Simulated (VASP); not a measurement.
# Hf3Pb2 (Pm-3m) in VASP: notebook

Hf3Pb2 is run at these levels: PBE; tasks: single point, relaxation of cell and atoms.

Everything below comes from runs of VASP 6.6.1. Logs are shortened: lines on timing, memory, paths and dates and some standing lists are left out, and cuts for length are marked.

### Step 1. The cell of the first run

The structure is cubic, space group Pm-3m (No. 221). The conventional cell has a = 5.356 Å, b = 5.356 Å, c = 5.356 Å, α = 90.00°, β = 90.00°, γ = 90.00°. Within 3.5 Å of Hf (site symmetry 4/mmm) lie 2 Pb at 2.68 Å. Pb (site symmetry m-3m) has 12 Hf at 3.79 Å and 8 Pb at 4.64 Å within 5.0 Å. Within 3.5 Å of Pb (site symmetry m-3m) lie 6 Hf at 2.68 Å.

The cell was generated, and may not be a known phase.

### Step 2. Single point, PBE

INCAR

```
SYSTEM = Hf3Pb2
PREC     = Accurate       ! precision mode
ENCUT    = 520            ! plane-wave cutoff, eV
EDIFF    = 1E-6           ! SCF threshold, eV
ISMEAR   = 0              ! smearing method
SIGMA    = 0.1            ! smearing width, eV
LREAL    = .False.        ! projectors in reciprocal space
LASPH    = .True.         ! aspherical terms in the spheres
NELM     = 100            ! most SCF steps
ALGO     = Normal         ! electronic algorithm
ISIF     = 2              ! what is computed and relaxed
LWAVE    = .False.        ! write WAVECAR
LCHARG   = .True.         ! write CHGCAR
GGA      = PE             ! functional
LELF     = .True.         ! ELF
LVHAR    = .True.       
NBANDS   = 37             ! bands
```

KPOINTS

```
Automatic mesh
0
Gamma
  8 8 8
  0 0 0
```

POSCAR

```
Hf3Pb2
1.0
    5.3562822955      0.0000000000      0.0000000000
    0.0000000000      5.3562822955      0.0000000000
    0.0000000000      0.0000000000      5.3562822955
Hf Pb
3 2
Direct
    0.0000000000      0.5000000000      0.5000000000
    0.5000000000      0.0000000000      0.5000000000
    0.5000000000      0.5000000000      0.0000000000
    0.0000000000      0.0000000000      0.0000000000
    0.5000000000      0.5000000000      0.5000000000
```

Potentials or basis: VASP PAW PBE potentials, release 64 (Hf_pv, Pb_d).

On the command line:

```console
$ cat potpaw_PBE.64/Hf_pv/POTCAR potpaw_PBE.64/Pb_d/POTCAR > POTCAR
$ mpirun -np 1 vasp_std > vasp.out
```

OUTCAR:

```text
SYSTEM = Hf3Pb2
   PREC = Accurate
   ENCUT = 520
   EDIFF = 1E-6
   ISMEAR = 0
   LREAL = .False.
   LASPH = .True.
   NELM = 100
   ISIF = 2
   GGA = PE

 ion  position               nearest neighbor table
   1  0.000  0.500  0.500-   5 2.68   5 2.68   4 3.79   2 3.79   3 3.79   4 3.79   2 3.79   4 3.79
                             4 3.79   2 3.79   3 3.79   3 3.79   3 3.79   2 3.79
   2  0.500  0.000  0.500-   5 2.68   5 2.68   4 3.79   1 3.79   3 3.79   4 3.79   1 3.79   3 3.79
                             3 3.79   3 3.79   1 3.79   4 3.79   4 3.79   1 3.79
   3  0.500  0.500  0.000-   5 2.68   5 2.68   4 3.79   1 3.79   1 3.79   2 3.79   2 3.79   2 3.79
                             4 3.79   2 3.79   1 3.79   4 3.79   1 3.79   4 3.79
   4  0.000  0.000  0.000-   1 3.79   2 3.79   3 3.79   1 3.79   2 3.79   1 3.79   3 3.79   1 3.79
                             2 3.79   3 3.79   2 3.79   3 3.79
   5  0.500  0.500  0.500-   1 2.68   2 2.68   3 2.68   3 2.68   2 2.68   1 2.68

  LATTYP: Found a simple cubic cell.
 ALAT       =     5.3562822955

  Lattice vectors:

 A1 = (   5.3562822955,   0.0000000000,   0.0000000000)
 A2 = (   0.0000000000,   5.3562822955,   0.0000000000)
 A3 = (   0.0000000000,   0.0000000000,   5.3562822955)

Analysis of symmetry for initial positions (statically):
=====================================================================
 Subroutine PRICEL returns:
 Original cell was already a primitive cell.

 Routine SETGRP: Setting up the symmetry group for a
 simple cubic supercell.

 Subroutine GETGRP returns: Found 48 space group operations
 (whereof 48 operations were pure point group operations)
 out of a pool of 48 trial point group operations.

The static configuration has the point symmetry O_h .

Analysis of symmetry for dynamics (positions and initial velocities):
=====================================================================
 Subroutine PRICEL returns:
 Original cell was already a primitive cell.

 Routine SETGRP: Setting up the symmetry group for a
 simple cubic supercell.

 Subroutine GETGRP returns: Found 48 space group operations
 (whereof 48 operations were pure point group operations)
 out of a pool of 48 trial point group operations.

The dynamic configuration has the point symmetry O_h .

 Subroutine INISYM returns: Found 48 space group operations
 (whereof 48 operations are pure point group operations),
 and found     1 'primitive' translations

----------------------------------------------------------------------------------------

                                     Primitive cell

  volume of cell :     153.6705

  direct lattice vectors                    reciprocal lattice vectors
     5.356282295  0.000000000  0.000000000     0.186696657  0.000000000  0.000000000
     0.000000000  5.356282295  0.000000000     0.000000000  0.186696657  0.000000000
     0.000000000  0.000000000  5.356282295     0.000000000  0.000000000  0.186696657

  length of vectors
     5.356282295  5.356282295  5.356282295     0.186696657  0.186696657  0.186696657

  position of ions in fractional coordinates (direct lattice)
     0.000000000  0.500000000  0.500000000
     0.500000000  0.000000000  0.500000000
     0.500000000  0.500000000  0.000000000
     0.000000000  0.000000000  0.000000000
     0.500000000  0.500000000  0.500000000

  ion indices of the primitive-cell ions
   primitive index   ion index
                 1           1
                 2           2
                 3           3
                 4           4
                 5           5

----------------------------------------------------------------------------------------

 KPOINTS: Automatic mesh

Automatic generation of k-mesh.
 Grid dimensions read from file:
 generate k-points for:    8    8    8

 Generating k-lattice:

  Cartesian coordinates                     Fractional coordinates (reciprocal lattice)
     0.023337082  0.000000000  0.000000000     0.125000000  0.000000000  0.000000000
     0.000000000  0.023337082  0.000000000     0.000000000  0.125000000  0.000000000
     0.000000000  0.000000000  0.023337082     0.000000000  0.000000000  0.125000000

  Length of vectors
     0.023337082  0.023337082  0.023337082

  Shift w.r.t. Gamma in fractional coordinates (k-lattice)
     0.000000000  0.000000000  0.000000000

 Subroutine IBZKPT returns following result:
 ===========================================

 Found     35 irreducible k-points:

 Following reciprocal coordinates:
            Coordinates               Weight
  0.000000  0.000000  0.000000      1.000000
  0.125000  0.000000  0.000000      6.000000
  0.250000  0.000000  0.000000      6.000000
  0.375000  0.000000  0.000000      6.000000
  0.500000  0.000000  0.000000      3.000000
  0.125000  0.125000  0.000000     12.000000
[... 16 lines left out ...]
  0.375000  0.375000  0.125000     24.000000
  0.500000  0.375000  0.125000     24.000000
 [... further k-points ...]
   k-points           NKPTS =     35   k-points in BZ     NKDIM =     35   number of bands    NBANDS=     37
   number of dos      NEDOS =    301   number of ions     NIONS =      5
   total plane-waves  NPLWV =  64000
   dimension x,y,z NGX =    40 NGY =   40 NGZ =   40
   dimension x,y,z NGXF=    80 NGYF=   80 NGZF=   80
   ions per type =               3   2
   NGX,Y,Z   is equivalent  to a cutoff of  12.42, 12.42, 12.42 a.u.
   NGXF,Y,Z  is equivalent  to a cutoff of  24.83, 24.83, 24.83 a.u.
 SYSTEM =  Hf3Pb2
   PREC   = accura    normal or accurate (medium, high low for compatibility)
   ISTART =      0    job   : 0-new  1-cont  2-samecut
   ICHARG =      2    charge: 1-file 2-atom 10-const
   ISPIN  =      1    spin polarized calculation?
   LNONCOLLINEAR =      F non collinear calculations
   LSORBIT =      F    spin-orbit coupling
   LASPH  =      T    aspherical Exc in radial PAW
   ENCUT  =  520.0 eV  38.22 Ry    6.18 a.u.   9.96  9.96  9.96*2*pi/ulx,y,z
   NELM   =    100;   NELMIN=  2; NELMDL= -5     # of ELM steps
   EDIFF  = 0.1E-05   stopping-criterion for ELM
   LREAL  =      F    real-space projection
   EDIFFG = 0.1E-04   stopping-criterion for IOM
   NSW    =      0    number of steps for IOM
   IBRION =     -1    ionic relax: 0-MD 1-quasi-New 2-CG
   NFREE  =      0    steps in history (QN), initial steepest desc. (CG)
   ISIF   =      2    stress and relaxation
   ISYM   =      2    0-nonsym 1-usesym 2-fastsym
   POTIM  = 0.5000    time-step for ionic-motion
   TEBEG  =    0.0;   TEEND  =   0.0 temperature during run
   PSTRESS=    0.0 pullay stress
   NELECT =      58.0000    total number of electrons
   NUPDOWN=      -1.0000    fix difference up-down
   EMIN   =  10.00;   EMAX   =-10.00  energy-range for DOS
   EFERMI =   0.00;   METHOD = LEGACY
   ISMEAR =     0;   SIGMA  =   0.10  broadening in eV -4-tet -1-fermi 0-gaus
   EFERMI_NEDOS =   21; number of points for ismear=-14 and -15
   IALGO  =     38    algorithm
   IMIX   =      4    mixing-type and parameters
     AMIX     =   0.40;   BMIX     =  1.00
     AMIX_MAG =   1.60;   BMIX_MAG =  1.00
  volume/ion in A,a.u.               =      30.73       207.40
  Fermi-wavevector in a.u.,A,eV,Ry     =   1.183098  2.235731 19.044357  1.399721
  Thomas-Fermi vector in A             =   2.319339
   LORBIT       =      0    0 simple, 1 ext, 2 COOP (PROOUT), +10 PAW based schemes
   GGA     = PE    functional components
   LHFCALC =     F    Hartree Fock is set to
   AEXX    =    0.0000 exact exchange contribution
   IVDW    =     0    specifies the selected vdW correction
   LEPSILON=     F    determine dielectric tensor
   LRPA    =     F    only Hartree local field effects (RPA)
 non-spin polarized calculation
 Gauss-broadening in eV      SIGMA  =   0.10
  energy-cutoff  :      520.00
  volume of cell :      153.67
 maximum number of plane-waves:      4224
 NGX is ok and might be reduce to    40
   NGX = 19   NGY = 19   NGZ = 19

 number of electron      58.0000020 magnetization

 Free energy of the ion-electron system (eV)
  ---------------------------------------------------
  ext. energy  EPLUGINS =         0.00000000
  ---------------------------------------------------
  free energy    TOTEN  =       -30.88165883 eV

  energy without entropy =      -30.84727006  energy(sigma->0) =      -30.86446444

 E-fermi :   4.7235     XC(G=0):  -9.8539

 val. band max:        4.7193056926   @ k =   0.5000   0.3750   0.2500
 cond. band min:       4.7266991737   @ k =   0.5000   0.0000   0.0000
 fundamental gap:      0.0073934811
 Fermi energy:         4.7234980758

 k-point     1 :       0.0000    0.0000    0.0000
  band No.  band energies     occupation
      1     -27.2017      2.00000
      2     -27.2017      2.00000
      3     -27.2017      2.00000
      4     -27.1493      2.00000
      5     -27.1493      2.00000
      6     -27.1493      2.00000
[... 29 lines left out ...]
     36       6.1009      0.00000
     37       6.8959      0.00000

 k-point     2 :       0.1250    0.0000    0.0000
  band No.  band energies     occupation
      1     -27.2010      2.00000
      2     -27.1998      2.00000
      3     -27.1998      2.00000
      4     -27.1499      2.00000
      5     -27.1499      2.00000
      6     -27.1494      2.00000
[... 29 lines left out ...]
     36       6.4696      0.00000
     37       6.8926      0.00000

 k-point     3 :       0.2500    0.0000    0.0000
  band No.  band energies     occupation
      1     -27.1988      2.00000
      2     -27.1950      2.00000
      3     -27.1950      2.00000
      4     -27.1516      2.00000
      5     -27.1516      2.00000
      6     -27.1496      2.00000
[... 29 lines left out ...]
     36       7.0002      0.00000
     37       7.0429      0.00000

 k-point     4 :       0.3750    0.0000    0.0000
  band No.  band energies     occupation
      1     -27.1949      2.00000
      2     -27.1891      2.00000
      3     -27.1891      2.00000
      4     -27.1544      2.00000
      5     -27.1544      2.00000
      6     -27.1533      2.00000
[... 29 lines left out ...]
     36       6.9654      0.00000
     37       7.4419      0.00000
[... 683 lines left out ...]
      1     -27.2208      2.00000
      2     -27.1810      2.00000
      3     -27.1750      2.00000
      4     -27.1698      2.00000
      5     -27.1690      2.00000
      6     -27.1430      2.00000
[... 29 lines left out ...]
     36       6.4580      0.00000
     37       6.7372      0.00000

 k-point    23 :       0.3750    0.3750    0.1250
  band No.  band energies     occupation
      1     -27.2282      2.00000
      2     -27.1855      2.00000
      3     -27.1728      2.00000
      4     -27.1716      2.00000
      5     -27.1576      2.00000
      6     -27.1546      2.00000
[... 29 lines left out ...]
     36       6.4567      0.00000
     37       6.6818      0.00000

 k-point    24 :       0.5000    0.3750    0.1250
  band No.  band energies     occupation
      1     -27.2320      2.00000
      2     -27.1884      2.00000
      3     -27.1713      2.00000
      4     -27.1691      2.00000
      5     -27.1606      2.00000
      6     -27.1502      2.00000
[... 29 lines left out ...]
     36       6.5375      0.00000
     37       6.5806      0.00000

 [... further k-points ...]
[... 5 lines left out ...]
  --------------------------------------------------------------------------------------
  -------------------------------------------------------------------------------------
  Total       -0.3487629     -0.3487629     -0.3487629      0.0000000      0.0000000      0.0000000
  in kB       -3.6362232     -3.6362232     -3.6362232      0.0000000      0.0000000      0.0000000
  external PRESSURE =      -3.6362232 kB  Pullay stress =       0.0000000 kB

 VOLUME and BASIS-vectors are now :
 -----------------------------------------------------------------------------
  energy-cutoff  :      520.00
  volume of cell :      153.67
      direct lattice vectors                 reciprocal lattice vectors
     5.356282295  0.000000000  0.000000000     0.186696657  0.000000000  0.000000000
     0.000000000  5.356282295  0.000000000     0.000000000  0.186696657  0.000000000
     0.000000000  0.000000000  5.356282295     0.000000000  0.000000000  0.186696657

 POSITION                                       TOTAL-FORCE (eV/Angst)
 -----------------------------------------------------------------------------------
      0.00000      2.67814      2.67814         0.000000      0.000000      0.000000
      2.67814      0.00000      2.67814         0.000000      0.000000      0.000000
      2.67814      2.67814      0.00000         0.000000      0.000000      0.000000
      0.00000      0.00000      0.00000         0.000000      0.000000      0.000000
      2.67814      2.67814      2.67814         0.000000      0.000000      0.000000
 -----------------------------------------------------------------------------------
    total drift:                               -0.000000      0.000000     -0.000000

  FREE ENERGIE OF THE ION-ELECTRON SYSTEM (eV)
  ---------------------------------------------------
  free  energy   TOTEN  =       -30.8816588280 eV

  energy  without entropy=      -30.8472700565  energy(sigma->0) =      -30.86446444
```

Run time: 88 s. Hardware: 1 thread of Intel Xeon 6975P-C (Granite Rapids), shared host; peak memory 0.34 GiB.

What came out:

| Quantity | Value |
| --- | --- |
| Free energy | -30.8817 eV |
| Pressure | -0.4 GPa |
| Band gap on the k mesh | zero (bands 29 and 30 overlap by 1.10 eV) |

Levels at points of the mesh, in eV from the Fermi level:
```tsv
k point	band 27	band 28	band 29	band 30	band 31	band 32
(0.00, 0.00, 0.00)	-1.08	-0.96	-0.96	-0.96	1.19	1.19
(0.50, 0.00, 0.00)	-1.45	-0.72	-0.22	0.00	0.46	0.75
(0.50, 0.50, 0.00)	-1.46	-0.24	0.02	0.02	0.26	0.26
(0.50, 0.50, 0.50)	-1.77	-0.01	-0.01	-0.01	0.18	0.18
```

Caveat: spin-orbit coupling is left out, which moves the levels of the heavy elements.

### Step 3. Relaxation of cell and atoms, PBE

INCAR

```
ALGO = Normal ; EDIFF = 1E-7
EDIFFG = -0.01 ; ENCUT = 600
GGA = PE ; IBRION = 2
ISIF = 3 ; ISMEAR = 0
LASPH = T ; LCHARG = F
LREAL = F ; LWAVE = F
NELM = 100 ; NSW = 100
PREC = Accurate ; SIGMA = 0.1
```

KPOINTS

```
k-points
0
Gamma
  8 8 8
```

POSCAR is that of step 2.

Potentials or basis: VASP PAW PBE potentials, release 64 (Hf_pv, Pb_d).

On the command line:

```console
$ cat potpaw_PBE.64/Hf_pv/POTCAR potpaw_PBE.64/Pb_d/POTCAR > POTCAR
$ mpirun -np 1 vasp_std > vasp.out
```

Run time: 4.7 min. Hardware: 1 thread of Intel Xeon 6975P-C (Granite Rapids), shared host; peak memory 0.46 GiB.

It converged, with:

- Free energy: -30.8831 eV
- Relaxed volume: 30.57 Å³/atom
- Relaxed cell: a = 5.347 Å, b = 5.347 Å, c = 5.347 Å, α = 90.00°, β = 90.00°, γ = 90.00°
- Space group after relaxing (to 0.1 Å): Pm-3m (No. 221)
- Energy gained by relaxing: 0.2 meV/atom
- Ionic steps: 3
- Pressure after relaxing: 0.0 GPa
- Band gap on the k mesh: zero (bands 29 and 30 overlap by 1.10 eV)

The path:
```
step  energy change (eV)  largest force (eV/Å)  pressure (GPa)  volume (Å³)
   1              0.0000                0.0000           -0.34       153.67
   2             -0.0004                0.0000            0.27       152.23
   3             -0.0009                0.0000            0.00       152.85
```

Final structure:
```
Hf Pb
1.0
     5.34676    0.00000    0.00000
     0.00000    5.34676    0.00000
     0.00000    0.00000    5.34676
Hf Pb
3 2
Direct
  0.00000 0.50000 0.50000
  0.50000 0.00000 0.50000
  0.50000 0.50000 0.00000
  0.00000 0.00000 0.00000
  0.50000 0.50000 0.50000
```

Levels at points of the mesh, in eV from the Fermi level:
```
           k point  band 25  band 26  band 27  band 28  band 29  band 30  band 31  band 32  band 33  band 34
(0.00, 0.00, 0.00)    -1.42    -1.42    -1.06    -0.96    -0.96    -0.96     1.20     1.20     1.20     1.39
(0.50, 0.00, 0.00)    -2.19    -1.46    -1.46    -0.73    -0.23     0.01     0.46     0.76     0.86     1.07
(0.50, 0.50, 0.00)    -1.78    -1.78    -1.47    -0.24     0.02     0.02     0.26     0.26     1.18     1.19
(0.50, 0.50, 0.50)    -1.78    -1.78    -1.78    -0.01    -0.01    -0.01     0.18     0.18     0.18     0.66
```

Caveat: spin-orbit coupling is left out, which moves the levels of the heavy elements.

### Step 4. Single point, PBE

INCAR

```
PREC = Accurate
ENCUT = 520
EDIFF = 1E-6
ISMEAR = 0
SIGMA = 0.1
LREAL = False
LASPH = True
NELM = 100
ALGO = Normal
ISIF = 2
LWAVE = False
LCHARG = True
GGA = PE
LELF = True
LVHAR = True
NBANDS = 37
```

KPOINTS

```
regular mesh
0
Gamma
  8 8 8
```

POSCAR is that of step 3.

On the command line:

```console
$ cat potpaw_PBE.64/Hf_pv/POTCAR potpaw_PBE.64/Pb_d/POTCAR > POTCAR
$ mpirun -np 1 vasp_std > vasp.out
```

Wall time 82 s (1 thread of Intel Xeon 6975P-C (Granite Rapids), shared host); peak memory 0.34 GiB.

Results (log left out):

```
Free energy            : -30.8817 eV
Pressure               : -0.4 GPa
Band gap on the k mesh : zero (bands 29 and 30 overlap by 1.10 eV)
```

Levels at points of the mesh, in eV from the Fermi level:
```
           k point  band 26  band 27  band 28  band 29  band 30  band 31  band 32  band 33
(0.00, 0.00, 0.00)    -1.41    -1.08    -0.96    -0.96    -0.96     1.19     1.19     1.19
(0.50, 0.00, 0.00)    -1.45    -1.45    -0.72    -0.22     0.00     0.46     0.75     0.86
(0.50, 0.50, 0.00)    -1.77    -1.46    -0.24     0.02     0.02     0.26     0.26     1.16
(0.50, 0.50, 0.50)    -1.77    -1.77    -0.01    -0.01    -0.01     0.18     0.18     0.18
```

Caveat: spin-orbit coupling is left out, which moves the levels of the heavy elements.
